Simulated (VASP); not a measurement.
Set up this calculation in VASP 6.6.1, as the native input.

* Task: single point
* Functional: PBE
* Potentials or basis: VASP PAW PBE potentials, release 64 (Ge_d)
* Cutoff: 520 eV
* k mesh: 8 × 8 × 8
* Occupations: fermi-dirac, width 0.05 eV
* Spin: no spin polarisation
* Dipole correction: no
* Further INCAR settings: ALGO = Normal; EDIFF = 1e-06; NBANDS = 21

The structure of Ge lies in POSCAR:

```
Ge
1.0
    0.0000000000      2.7906767997      2.7906767997
    2.7906767997      0.0000000000      2.7906767997
    2.7906767997      2.7906767997      0.0000000000
Ge
2
Direct
    0.7500000000      0.7500000000      0.7500000000
    0.5000000000      0.5000000000      0.5000000000
```

This cell differs from its parent crystal: volume scaled by 0.96.

These files were run (other wordings do the same):

INCAR

```
SYSTEM = Ge
PREC = Accurate ; ENCUT = 520
EDIFF = 1E-6 ; ISMEAR = -1
SIGMA = 0.05 ; LREAL = .False.
LASPH = .True. ; NELM = 80
ALGO = Normal ; ISIF = 2
LWAVE = .False. ; LCHARG = .False.
GGA = PE ; NBANDS = 21
```

KPOINTS

```
Automatic mesh
0
Gamma
  8 8 8
  0 0 0
```

Potentials or basis: VASP PAW PBE potentials, release 64 (Ge_d).

The run is started by

```sh
$ cat potpaw_PBE.64/Ge_d/POTCAR > POTCAR
$ mpirun -np 1 vasp_std > vasp.out
```

It gave:

```
Pressure               : 6.9 GPa
Band gap on the k mesh : 0.31 eV, indirect (least direct gap 0.41 eV)
```

It took 12 s on 1 thread of Intel(R) Xeon(R) Platinum 8559C (Emerald Rapids), with other jobs on the host, peak memory 0.17 GiB.
